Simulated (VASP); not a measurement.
Runs of VASP 6.6.1 on Ba. The structure is that of space group P6/mmm (No. 191), or close to it. The cells are those of the table. 

| cell | gap on the mesh (eV) | pressure (GPa) |
| --- | --- | --- |
| a = 7.092, b = 7.092, c = 3.804 Å, angles 90.0, 90.0, 120.0°, 2 atoms | none | (a) |
| a = 6.777, b = 6.777, c = 4.166 Å, angles 90.0, 90.0, 120.0°, 2 atoms | none | -0.6 |
| a = 7.386, b = 7.386, c = 3.508 Å, angles 90.0, 90.0, 120.0°, 2 atoms | none | -0.1 |
| a = 7.193, b = 7.193, c = 3.698 Å, angles 90.0, 90.0, 120.0°, 2 atoms | none | -0.4 |
| a = 6.584, b = 6.584, c = 4.415 Å, angles 90.0, 90.0, 120.0°, 2 atoms | none | -0.6 |

Alike in all rows: task single point; level LDA; potentials or basis VASP PAW LDA potentials, release 64 (Ba_sv); no spin polarisation; k mesh 9 × 9 × 14; cutoff (eV) 520; smearing gaussian 0.15 eV.

**Question.** Fill in the values left out.

**Answer.** (a) -0.5.

Caveats: spin-orbit coupling is left out, which moves the levels of the heavy elements.

A k mesh can miss the band edges, and the runs leave out spin-orbit coupling on Ba.

A gap of «none» marks levels without a gap at the run's occupations.
